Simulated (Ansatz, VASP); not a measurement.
# One calculation of InP, two programs

POSCAR

```
InP
1.0
    0.0000000000      2.9108316221      2.9108316221
    2.9108316221      0.0000000000      2.9108316221
    2.9108316221      2.9108316221      0.0000000000
In P
1 1
Direct
    0.0000000000      0.0000000000      0.0000000000
    0.7500000000      0.7500000000      0.7500000000
```

File INCAR.step1:

```
  PREC = Accurate
  ENCUT = 520
  EDIFF = 1E-5
  ISMEAR = -1
  SIGMA = 0.05
  LREAL = F
  LASPH = T
  NELM = 60
  ALGO = Normal
  ISIF = 2
  LWAVE = T
  LCHARG = F
  NBANDS = 16
  GGA = PE
```

The input INCAR.step2:

```
  PREC = Accurate
  ENCUT = 520
  EDIFF = 1E-6
  ISMEAR = -1
  SIGMA = 0.05
  LREAL = F
  LASPH = T
  NELM = 60
  ALGO = Normal
  ISIF = 2
  LWAVE = F
  LCHARG = F
  GGA = PS
  LHFCALC = T
  AEXX = 0.25
  HFSCREEN = 0.207
  PRECFOCK = Normal
  NBANDS = 16
  ISTART = 1
```

File KPOINTS:

```
regular mesh
0
Gamma
  4 4 4
```

File input.yaml:

```yaml
crystal:
  lattice:
    - [0.0, 2.9108316221, 2.9108316221]
    - [2.9108316221, 0.0, 2.9108316221]
    - [2.9108316221, 2.9108316221, 0.0]
  atoms:
    - { symbol: In, position: [0.0, 0.0, 0.0] }
    - { symbol: P, position: [0.75, 0.75, 0.75] }
hamiltonian:
  xc:
    exchange: hjs_pbesol
    correlation: pbesol
    exx: { coeff: 0.25, omega: 0.207 }
  pseudopotentials: { kind: paw }
kpoints:
  mp_grid: { grid: [4, 4, 4] }
scf:
  occupations: { method: fermi_dirac, width: 0.05 }
output:
  forces: true
  stress: true
  eigenvalues: true
  write_density: true
  write_potential: true
  elf: true
  volumetric_format: npy
```

Alike in both runs: task single point; functional PBEsol-based screened hybrid with a share of 0.25 of exact exchange and HFSCREEN = 0.207; k mesh 4 × 4 × 4; occupations fermi-dirac, width 0.05 eV; no spin polarisation.

```csv
,VASP,Ansatz
version,VASP 6.6.1,Ansatz 0.2.0
potentials or method,"VASP PAW PBE potentials, release 64 (In_d, P)",Ansatz PAW
plane-wave cutoff (eV),520,420
valence electrons in the cell,18,18
```

VASP gave:

```
gap on the k mesh at the Fermi level (eV) : 1.55
least direct gap on the mesh (eV)         : 1.55
pressure (GPa)                            : 1.2
```

Problem. Estimate Ansatz's values.

Solution. gap on the k mesh at the Fermi level (eV): 1.55; least direct gap on the mesh (eV): 1.55; pressure (GPa): 1.3.

VASP's potentials were made for PBE, not for PBEsol-based screened hybrid. The functional is the same, so the differences come from potentials, cutoffs and numerics.

The k mesh is coarse, so the values compare programs but aren't converged.
